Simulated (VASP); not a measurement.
# Zr (P6_3/mmc) in VASP: settings compared

The runs below take Zr through relaxation of cell and atoms, single point, with PBE, r2SCAN.

Everything below comes from runs of VASP 6.6.1. Logs are shortened: lines on timing, memory, paths and dates and some standing lists are left out, and cuts for length are marked.

## (1) The cell of the first run

The structure is hexagonal, space group P6_3/mmc (No. 194). The conventional cell has a = 3.232 Å, b = 3.232 Å, c = 5.147 Å, α = 90.00°, β = 90.00°, γ = 120.00°. Zr (site symmetry -6m2) has 12 Zr at 3.18 to 3.23 Å within 4.2 Å.

## (2) Relaxation of cell and atoms, PBE, target pressure 30 GPa, at which the enthalpy is minimised

File INCAR:

```
SYSTEM = Zr
PREC = Accurate ; ENCUT = 600
EDIFF = 1E-6 ; ISMEAR = -1
SIGMA = 0.05 ; LREAL = .FALSE.
LASPH = .TRUE. ; NELM = 80
ALGO = Normal ; ISIF = 3
LWAVE = .FALSE. ; LCHARG = .FALSE.
GGA = PE ; IBRION = 2
NSW = 80 ; EDIFFG = -0.005
PSTRESS = 300.0
```

File KPOINTS:

```
Automatic mesh
0
G
  9 9 5
  0 0 0
```

File POSCAR:

```
Zr
1.0
    3.2320000000      0.0000000000      0.0000000000
   -1.6160000000      2.7989941050      0.0000000000
    0.0000000000      0.0000000000      5.1470000000
Zr
2
Direct
    0.6666666667      0.3333333333      0.7500000000
    0.3333333333      0.6666666667      0.2500000000
```

Potentials or basis: VASP PAW PBE potentials, release 64 (Zr_sv).

Run with:

```sh
> cat potpaw_PBE.64/Zr_sv/POTCAR > POTCAR
> mpirun -np 1 vasp_std > vasp.out
```

OUTCAR:

```text
SYSTEM = Zr
   PREC = Accurate
   ENCUT = 600
   EDIFF = 1E-6
   ISMEAR = -1
   LREAL = .FALSE.
   LASPH = .TRUE.
   NELM = 80
   ISIF = 3
   GGA = PE
   IBRION = 2
   NSW = 80
   EDIFFG = -0.005
   PSTRESS = 300.0

 ion  position               nearest neighbor table
   1  0.667  0.333  0.750-   2 3.18   2 3.18   2 3.18   2 3.18   2 3.18   2 3.18
   2  0.333  0.667  0.250-   1 3.18   1 3.18   1 3.18   1 3.18   1 3.18   1 3.18

  LATTYP: Found a hexagonal cell.
 ALAT       =     3.2320000000
 C/A-ratio  =     1.5925123762

  Lattice vectors:

 A1 = (   3.2320000000,   0.0000000000,   0.0000000000)
 A2 = (  -1.6160000000,   2.7989941050,   0.0000000000)
 A3 = (   0.0000000000,   0.0000000000,   5.1470000000)

Analysis of symmetry for initial positions (statically):
=====================================================================
 Subroutine PRICEL returns:
 Original cell was already a primitive cell.

 Routine SETGRP: Setting up the symmetry group for a
 hexagonal supercell.

 Subroutine GETGRP returns: Found 24 space group operations
 (whereof 12 operations were pure point group operations)
 out of a pool of 24 trial point group operations.

The static configuration has the point symmetry D_3d.
 The point group associated with its full space group is D_6h.

Analysis of symmetry for dynamics (positions and initial velocities):
=====================================================================
 Subroutine PRICEL returns:
 Original cell was already a primitive cell.

 Routine SETGRP: Setting up the symmetry group for a
 hexagonal supercell.

 Subroutine GETGRP returns: Found 24 space group operations
 (whereof 12 operations were pure point group operations)
 out of a pool of 24 trial point group operations.

The dynamic configuration has the point symmetry D_3d.
 The point group associated with its full space group is D_6h.

 Subroutine INISYM returns: Found 24 space group operations
 (whereof 12 operations are pure point group operations),
 and found     1 'primitive' translations

----------------------------------------------------------------------------------------

                                     Primitive cell

  volume of cell :      46.5616

  direct lattice vectors                    reciprocal lattice vectors
     3.232000000  0.000000000  0.000000000     0.309405941  0.178635603  0.000000000
    -1.616000000  2.798994105  0.000000000     0.000000000  0.357271206  0.000000000
     0.000000000  0.000000000  5.147000000     0.000000000  0.000000000  0.194287935

  length of vectors
     3.232000000  3.232000000  5.147000000     0.357271206  0.357271206  0.194287935

  position of ions in fractional coordinates (direct lattice)
     0.666666667  0.333333333  0.750000000
     0.333333333  0.666666667  0.250000000

  ion indices of the primitive-cell ions
   primitive index   ion index
                 1           1
                 2           2

----------------------------------------------------------------------------------------

 KPOINTS: Automatic mesh

Automatic generation of k-mesh.
 Grid dimensions read from file:
 generate k-points for:    9    9    5

 Generating k-lattice:

  Cartesian coordinates                     Fractional coordinates (reciprocal lattice)
     0.034378438  0.019848400  0.000000000     0.111111111  0.000000000  0.000000000
     0.000000000  0.039696801  0.000000000     0.000000000  0.111111111  0.000000000
     0.000000000  0.000000000  0.038857587     0.000000000  0.000000000  0.200000000

  Length of vectors
     0.039696801  0.039696801  0.038857587

  Shift w.r.t. Gamma in fractional coordinates (k-lattice)
     0.000000000  0.000000000  0.000000000

 Subroutine IBZKPT returns following result:
 ===========================================

 Found     36 irreducible k-points:

 Following reciprocal coordinates:
            Coordinates               Weight
  0.000000  0.000000  0.000000      1.000000
  0.111111  0.000000  0.000000      6.000000
  0.222222  0.000000  0.000000      6.000000
  0.333333  0.000000  0.000000      6.000000
  0.444444  0.000000  0.000000      6.000000
  0.111111  0.111111  0.000000      6.000000
[... 16 lines left out ...]
  0.333333  0.222222  0.200000     24.000000
  0.333333  0.333333  0.200000      4.000000
 [... further k-points ...]
   k-points           NKPTS =     36   k-points in BZ     NKDIM =     36   number of bands    NBANDS=     16
   number of dos      NEDOS =    301   number of ions     NIONS =      2
   total plane-waves  NPLWV =  32928
   dimension x,y,z NGX =    28 NGY =   28 NGZ =   42
   dimension x,y,z NGXF=    56 NGYF=   56 NGZF=   84
   ions per type =               2
   NGX,Y,Z   is equivalent  to a cutoff of  14.40, 14.40, 13.57 a.u.
   NGXF,Y,Z  is equivalent  to a cutoff of  28.80, 28.80, 27.13 a.u.
 SYSTEM =  Zr
   PREC   = accura    normal or accurate (medium, high low for compatibility)
   ISTART =      0    job   : 0-new  1-cont  2-samecut
   ICHARG =      2    charge: 1-file 2-atom 10-const
   ISPIN  =      1    spin polarized calculation?
   LNONCOLLINEAR =      F non collinear calculations
   LSORBIT =      F    spin-orbit coupling
   LASPH  =      T    aspherical Exc in radial PAW
   ENCUT  =  600.0 eV  44.10 Ry    6.64 a.u.   6.46  6.46 10.28*2*pi/ulx,y,z
   NELM   =     80;   NELMIN=  2; NELMDL= -5     # of ELM steps
   EDIFF  = 0.1E-05   stopping-criterion for ELM
   LREAL  =      F    real-space projection
   EDIFFG = -.5E-02   stopping-criterion for IOM
   NSW    =     80    number of steps for IOM
   IBRION =      2    ionic relax: 0-MD 1-quasi-New 2-CG
   NFREE  =      1    steps in history (QN), initial steepest desc. (CG)
   ISIF   =      3    stress and relaxation
   ISYM   =      2    0-nonsym 1-usesym 2-fastsym
   POTIM  = 0.5000    time-step for ionic-motion
   TEBEG  =    0.0;   TEEND  =   0.0 temperature during run
   PSTRESS=  300.0 pullay stress
   NELECT =      24.0000    total number of electrons
   NUPDOWN=      -1.0000    fix difference up-down
   EMIN   =  10.00;   EMAX   =-10.00  energy-range for DOS
   EFERMI =   0.00;   METHOD = LEGACY
   ISMEAR =    -1;   SIGMA  =   0.05  broadening in eV -4-tet -1-fermi 0-gaus
   EFERMI_NEDOS =   21; number of points for ismear=-14 and -15
   IALGO  =     38    algorithm
   IMIX   =      4    mixing-type and parameters
     AMIX     =   0.40;   BMIX     =  1.00
     AMIX_MAG =   1.60;   BMIX_MAG =  1.00
  volume/ion in A,a.u.               =      23.28       157.11
  Fermi-wavevector in a.u.,A,eV,Ry     =   1.312611  2.480475 23.442130  1.722948
  Thomas-Fermi vector in A             =   2.442991
   LORBIT       =      0    0 simple, 1 ext, 2 COOP (PROOUT), +10 PAW based schemes
   GGA     = PE    functional components
   LHFCALC =     F    Hartree Fock is set to
   AEXX    =    0.0000 exact exchange contribution
   IVDW    =     0    specifies the selected vdW correction
   LEPSILON=     F    determine dielectric tensor
   LRPA    =     F    only Hartree local field effects (RPA)
 conjugate gradient relaxation of ions
 non-spin polarized calculation
  energy-cutoff  :      600.00
  volume of cell :       46.56
 maximum number of plane-waves:      1572
 NGX is ok and might be reduce to    28
   NGX = 13   NGY = 13   NGZ = 21

--------------------------------------- Ionic step        1  -------------------------------------------

 number of electron      24.0000000 magnetization

 Free energy of the ion-electron system (eV)
  ---------------------------------------------------
  ext. energy  EPLUGINS =         0.00000000
  ---------------------------------------------------
  free energy    TOTEN  =       -17.05363116 eV

  energy without entropy =      -17.03739432  energy(sigma->0) =      -17.04551274

 E-fermi :   9.0076     XC(G=0): -11.0824

 val. band max:        8.9822725948   @ k =   0.3333   0.3333   0.4000
 cond. band min:       9.0162543243   @ k =   0.0000   0.0000   0.4000
 fundamental gap:      0.0339817295
 Fermi energy:         9.0075871952

 k-point     1 :       0.0000    0.0000    0.0000
  band No.  band energies     occupation
      1     -39.8464      2.00000
      2     -39.6919      2.00000
      3     -18.3699      2.00000
      4     -17.5000      2.00000
      5     -17.5000      2.00000
      6     -17.3635      2.00000
[... 433 lines left out ...]
      3     -18.0310      2.00000
      4     -18.0235      2.00000
      5     -18.0235      2.00000
      6     -17.7710      2.00000
[... 8 lines left out ...]
     15      10.7510      0.00000
     16      12.7243      0.00000

 [... further k-points ...]
[... 5 lines left out ...]
  --------------------------------------------------------------------------------------
  -------------------------------------------------------------------------------------
  Total        0.0614471      0.0614471      0.3171988      0.0000000      0.0000000      0.0000000
  in kB        2.1143879      2.1143879     10.9147707      0.0000000      0.0000000      0.0000000
  external PRESSURE =    -294.9521512 kB  Pullay stress =     300.0000000 kB
[... 97 lines left out ...]
  energy  without entropy=      -16.5041070608  energy(sigma->0) =      -16.51242221

  enthalpy is  TOTEN    =        -9.2702519988 eV   P V=        7.2504853619

[... ionic steps 4 to 9 ...]

--------------------------------------- Ionic step       10  -------------------------------------------

 number of electron      24.0000000 magnetization

------------------------ aborting loop because EDIFF is reached ----------------------------------------
[... 71 lines left out ...]
--------------------------------------- Ionic step       12  -------------------------------------------

 number of electron      24.0000000 magnetization

 Free energy of the ion-electron system (eV)
  ---------------------------------------------------
  ext. energy  EPLUGINS =         0.00000000
  ---------------------------------------------------
  free energy    TOTEN  =       -16.30138493 eV

  energy without entropy =      -16.28363161  energy(sigma->0) =      -16.29250827

 E-fermi :  11.6616     XC(G=0): -12.1258

 val. band max:       11.6258514245   @ k =   0.2222   0.2222   0.4000
 cond. band min:      11.6702039703   @ k =   0.2222   0.1111   0.4000
 fundamental gap:      0.0443525459
 Fermi energy:        11.6616251527

 k-point     1 :       0.0000    0.0000    0.0000
  band No.  band energies     occupation
      1     -36.8498      2.00000
      2     -36.5214      2.00000
      3     -15.7973      2.00000
      4     -14.1095      2.00000
      5     -14.1095      2.00000
      6     -13.9479      2.00000
[... 433 lines left out ...]
      3     -15.2668      2.00000
      4     -15.2137      2.00000
      5     -15.2137      2.00000
      6     -14.8136      2.00000
[... 8 lines left out ...]
     15      13.7567      0.00000
     16      15.9976      0.00000

 [... further k-points ...]
[... 5 lines left out ...]
  --------------------------------------------------------------------------------------
  -------------------------------------------------------------------------------------
  Total        7.0024584      7.0024584      6.9838405      0.0000000     -0.0000000      0.0000000
  in kB      300.3826151    300.3826151    299.5839643      0.0000000     -0.0000000      0.0000000
  external PRESSURE =       0.1163982 kB  Pullay stress =     300.0000000 kB
[... 21 lines left out ...]
  energy  without entropy=      -16.2836316100  energy(sigma->0) =      -16.29250827

  enthalpy is  TOTEN    =        -9.3078459423 eV   P V=        6.9935389906

 reached required accuracy - stopping structural energy minimisation
```

It took 2.1 min on 1 thread of Intel Xeon 6975P-C (Granite Rapids), shared host; peak memory 0.19 GiB.

Results:

* Free energy: -16.3014 eV
* Relaxed volume: 18.67 Å³/atom
* Relaxed cell: a = 2.968 Å, b = 2.968 Å, c = 4.897 Å, α = 90.00°, β = 90.00°, γ = 120.00°
* Space group after relaxing (to 0.1 Å): P6_3/mmc (No. 194)
* Energy change on relaxing (the run minimises the enthalpy): +376.1 meV/atom
* Ionic steps: 12
* Pressure after relaxing: 30.0 GPa
* Band gap on the k mesh: zero (bands 12 and 13 overlap by 1.10 eV)

Step by step:
```csv
step,energy change (eV),largest force (eV/Å),pressure (GPa),volume (Å³)
1,0.0000,0.0000,0.50,46.56
2,8.8375,0.0000,199.75,23.24
3,0.5329,0.0000,24.03,38.72
4,0.6969,0.0000,28.53,37.72
5,0.7544,0.0000,30.06,37.40
6,0.7556,0.0000,30.15,37.34
7,0.7596,0.0000,30.21,37.31
8,0.7602,0.0000,30.22,37.31
9,0.7606,0.0000,30.22,37.31
10,0.7365,0.0000,29.58,37.43
11,0.7524,0.0000,30.00,37.35
12,0.7522,0.0000,30.01,37.35
```

Final structure:
```xyz
2
Lattice="2.9676 0.0000 0.0000 -1.4838 2.5701 0.0000 0.0000 0.0000 4.8970" Properties=species:S:1:pos:R:3 pbc="T T T"
Zr    1.4838    0.8567    3.6728
Zr    0.0000    1.7134    1.2243
```

Levels at points of the mesh, in eV from the Fermi level:
```
           k point  band 10  band 11  band 12  band 13  band 14  band 15
(0.00, 0.00, 0.00)    -3.62     0.69     0.93     0.93     1.76     1.76
```

Caveat: the cell is relaxed towards a set pressure, so the run minimises the enthalpy, not the energy; the volume moved by over 15 % at a fixed basis, so the end points are rough.

## (3) Single point, r2SCAN (21.88 Å³/atom)

This run uses another cell than the first one, of 21.88 Å³/atom.

File POSCAR:

```
Zr
1.0
    3.1660223034      0.0000000000      0.0000000000
   -1.5830111517      2.7418557436      0.0000000000
    0.0000000000      0.0000000000      5.0419297016
Zr
2
Direct
    0.6666666667      0.3333333333      0.7500000000
    0.3333333333      0.6666666667      0.2500000000
```

File INCAR.step1:

```
SYSTEM = Zr
PREC     = Accurate       ! precision mode
ENCUT    = 550            ! plane-wave cutoff, eV
ISMEAR   = -1             ! smearing method
SIGMA    = 0.05           ! smearing width, eV
LREAL    = .FALSE.        ! projectors in reciprocal space
LASPH    = .TRUE.         ! aspherical terms in the spheres
NELM     = 120            ! most SCF steps
NBANDS   = 19             ! bands
GGA      = PE             ! functional
ALGO     = Normal         ! electronic algorithm
EDIFF    = 1E-5           ! SCF threshold, eV
LWAVE    = .TRUE.         ! write WAVECAR
LCHARG   = .FALSE.        ! write CHGCAR
GGA_COMPAT= .FALSE.
```

File INCAR.step2:

```
SYSTEM = Zr
PREC     = Accurate       ! precision mode
ENCUT    = 550            ! plane-wave cutoff, eV
EDIFF    = 1E-6           ! SCF threshold, eV
ISMEAR   = -1             ! smearing method
SIGMA    = 0.05           ! smearing width, eV
LREAL    = .FALSE.        ! projectors in reciprocal space
LASPH    = .TRUE.         ! aspherical terms in the spheres
NELM     = 120            ! most SCF steps
ALGO     = Normal         ! electronic algorithm
ISIF     = 2              ! what is computed and relaxed
LWAVE    = .FALSE.        ! write WAVECAR
LCHARG   = .FALSE.        ! write CHGCAR
METAGGA  = R2SCAN         ! meta-GGA
LMIXTAU  = .TRUE.       
NBANDS   = 19             ! bands
ISTART   = 1            
GGA_COMPAT= .FALSE.
```

File KPOINTS:

```
regular mesh
0
G
  9 9 5
  0 0 0
```

Potentials or basis: VASP PAW PBE potentials, release 64 (Zr_sv).

Run with:

```sh
> cat potpaw_PBE.64/Zr_sv/POTCAR > POTCAR
> cp INCAR.step1 INCAR
> mpirun -np 1 vasp_std > vasp.out
> cp INCAR.step2 INCAR
> mpirun -np 1 vasp_std > vasp.out
```

OUTCAR:

```text
SYSTEM = Zr
   PREC = Accurate
   ENCUT = 550
   EDIFF = 1E-6
   ISMEAR = -1
   LREAL = .FALSE.
   LASPH = .TRUE.
   NELM = 120
   ISIF = 2
   METAGGA = R2SCAN
   ISTART = 1

 ion  position               nearest neighbor table
   1  0.667  0.333  0.750-   2 3.11   2 3.11   2 3.11   2 3.11   2 3.11   2 3.11
   2  0.333  0.667  0.250-   1 3.11   1 3.11   1 3.11   1 3.11   1 3.11   1 3.11

  LATTYP: Found a hexagonal cell.
 ALAT       =     3.1660223034
 C/A-ratio  =     1.5925123762

  Lattice vectors:

[... 190 lines left out ...]
      3     -18.6721      2.00000
      4     -17.5595      2.00000
      5     -17.5595      2.00000
      6     -17.3859      2.00000
[... 505 lines left out ...]
      6     -17.9086      2.00000
[... 11 lines left out ...]
     18      14.6919      0.00000
     19      17.4201      0.00000

 [... further k-points ...]
[... 5 lines left out ...]
  --------------------------------------------------------------------------------------
  -------------------------------------------------------------------------------------
  Total        2.0125391      2.0125391      2.2160475      0.0000000      0.0000000      0.0000000
  in kB       73.6715078     73.6715078     81.1211843      0.0000000      0.0000000      0.0000000
  external PRESSURE =      76.1547333 kB  Pullay stress =       0.0000000 kB

 VOLUME and BASIS-vectors are now :
 -----------------------------------------------------------------------------
  energy-cutoff  :      550.00
  volume of cell :       43.77
      direct lattice vectors                 reciprocal lattice vectors
     3.166022303  0.000000000  0.000000000     0.315853745  0.182358244  0.000000000
    -1.583011152  2.741855744  0.000000000     0.000000000  0.364716489  0.000000000
     0.000000000  0.000000000  5.041929702     0.000000000  0.000000000  0.198336760

 POSITION                                       TOTAL-FORCE (eV/Angst)
 -----------------------------------------------------------------------------------
      1.58301      0.91395      3.78145         0.000000     -0.000000      0.000000
     -0.00000      1.82790      1.26048        -0.000000      0.000000      0.000000
 -----------------------------------------------------------------------------------
    total drift:                               -0.000000      0.000000     -0.000000

  FREE ENERGIE OF THE ION-ELECTRON SYSTEM (eV)
  ---------------------------------------------------
  free  energy   TOTEN  =       -45.4388928761 eV

  energy  without entropy=      -45.4256808679  energy(sigma->0) =      -45.43228687
```

OUTCAR.step1:

```text
SYSTEM = Zr
   PREC = Accurate
   ENCUT = 550
   ISMEAR = -1
   LREAL = .FALSE.
   LASPH = .TRUE.
[... 751 lines left out ...]
      1.58301      0.91395      3.78145         0.000000     -0.000000      0.000000
     -0.00000      1.82790      1.26048        -0.000000      0.000000      0.000000
 -----------------------------------------------------------------------------------
    total drift:                               -0.000000      0.000000     -0.000000

  FREE ENERGIE OF THE ION-ELECTRON SYSTEM (eV)
  ---------------------------------------------------
  free  energy   TOTEN  =       -16.9887794217 eV

  energy  without entropy=      -16.9717929655  energy(sigma->0) =      -16.98028619
```

OSZICAR.step1:

```text
N       E                     dE             d eps       ncg     rms          rms(c)
DAV:   1     0.225990335315E+03    0.22599E+03   -0.13686E+04  1368   0.131E+03
DAV:   2    -0.728736938993E+00   -0.22672E+03   -0.22229E+03  1572   0.380E+02
DAV:   3    -0.171899831782E+02   -0.16461E+02   -0.16282E+02  2466   0.746E+01
DAV:   4    -0.176044512513E+02   -0.41447E+00   -0.41419E+00  1617   0.122E+01
DAV:   5    -0.176160669765E+02   -0.11616E-01   -0.11614E-01  1981   0.142E+00    0.161E+01
DAV:   6    -0.170811867700E+02    0.53488E+00   -0.82881E-01  1499   0.710E+00    0.660E+00
DAV:   7    -0.169819161401E+02    0.99271E-01   -0.56816E-01  1973   0.514E+00    0.114E+00
DAV:   8    -0.169887071585E+02   -0.67910E-02   -0.37829E-02  1738   0.156E+00    0.221E-01
DAV:   9    -0.169888127899E+02   -0.10563E-03   -0.12540E-03  1830   0.308E-01    0.285E-02
DAV:  10    -0.169887774635E+02    0.35326E-04   -0.36425E-05  1466   0.438E-02    0.174E-02
DAV:  11    -0.169887794217E+02   -0.19581E-05   -0.75482E-06   831   0.306E-02
   1 F= -.16988779E+02 E0= -.16980286E+02  d E =-.169865E-01
```

Run time: 85 s. Hardware: 1 thread of AMD EPYC 7R13 (Zen 3), shared host; peak memory 0.15 GiB.

Results:

```
Free energy            : -45.4389 eV
Pressure               : 7.6 GPa
Band gap on the k mesh : zero (bands 12 and 13 overlap by 1.28 eV)
```

Stress tensor (GPa, compression positive):
```
7.37 0.00 0.00
0.00 7.37 0.00
0.00 0.00 8.11
```

Caveat: the cell stands under pressure; the PAW data sets were made with another functional, which shifts forces and pressure a little.

The gap in the log of VASP goes by the Fermi energy; the results here count the filled bands.